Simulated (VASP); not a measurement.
Input of a VASP 6.6.1 run:

Contents of INCAR:

```
ALGO = Fast ; EDIFF = 1E-7
ENCUT = 520 ; GGA = PS
ISIF = 2 ; ISMEAR = 0
LASPH = True ; LCHARG = False
LREAL = False ; LWAVE = False
NBANDS = 26 ; NELM = 100
PREC = Accurate ; SIGMA = 0.1
```

Contents of KPOINTS:

```
k-points
0
Gamma
  12 12 4
```

POSCAR

```
Cs
1.0
    5.4471382430      0.0000000000      0.0000000000
   -2.7235691215      4.7173600964      0.0000000000
    0.0000000000      0.0000000000     17.8092082781
Cs
4
Direct
    0.0000000000      0.0000000000      0.0000000000
    0.3333333333      0.6666666667      0.2500000000
    0.0000000000      0.0000000000      0.5000000000
    0.6666666667      0.3333333333      0.7500000000
```

Potentials or basis: VASP PAW PBE potentials, release 64 (Cs_sv).

Command:

```console
$ cat potpaw_PBE.64/Cs_sv/POTCAR > POTCAR
$ mpirun -np 1 vasp_std > vasp.out
```

What does it give for the pressure?

-0.1 GPa.

What does it give for the band gap on the k mesh?

Zero (bands 18 and 19 overlap by 1.75 eV).

Caveat: the cell differs from its parent crystal (equal strain along all axes, cell held: +1.5 %); the PAW data sets were made with another functional, which shifts forces and pressure a little; spin-orbit coupling is left out, which moves the levels of the heavy elements.
